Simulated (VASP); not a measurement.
Crystal: K.

```xyz
1
Lattice="-2.6976 2.6976 2.6976 2.6976 -2.6976 2.6976 2.6976 2.6976 -2.6976" Properties=species:S:1:pos:R:3 pbc="T T T"
K     0.0000    0.0000    0.0000
```

* Program: VASP 6.6.1
* Task: relaxation of cell and atoms
* Functional: revPBE
* Dispersion: D3(BJ)
* Potentials or basis: VASP PAW PBE potentials, release 64 (K_sv)
* Cutoff: 600 eV
* k mesh: 7 × 7 × 7
* Occupations: fermi-dirac, width 0.05 eV
* Spin: no spin polarisation

At the start: pressure -0.3 GPa; volume 78.52 Å³/atom.

**Question.** How do energy, volume and symmetry change on relaxing?

**Answer.** Over 4 steps the energy falls by 8.7 meV/atom and the volume is 70.85 Å³/atom (-9.8 %); space group Im-3m (No. 229, to 0.05 Å).

The path:
| step | energy change (eV) | largest force (eV/Å) | pressure (GPa) | volume (Å³) |
| --- | --- | --- | --- | --- |
| 1 | 0.0000 | 0.0000 | -0.34 | 78.52 |
| 2 | -0.0036 | 0.0000 | -0.27 | 76.64 |
| 3 | -0.0087 | 0.0000 | -0.03 | 71.40 |
| 4 | -0.0087 | 0.0000 | 0.00 | 70.85 |

Final structure:
```
K
1.0
    -2.60671    2.60671    2.60671
     2.60671   -2.60671    2.60671
     2.60671    2.60671   -2.60671
K
1
Direct
  0.00000 0.00000 0.00000
```

Caveat: the PAW data sets were made with another functional, which shifts forces and pressure a little; pairwise dispersion overbinds metals, which lowers pressure and volume.
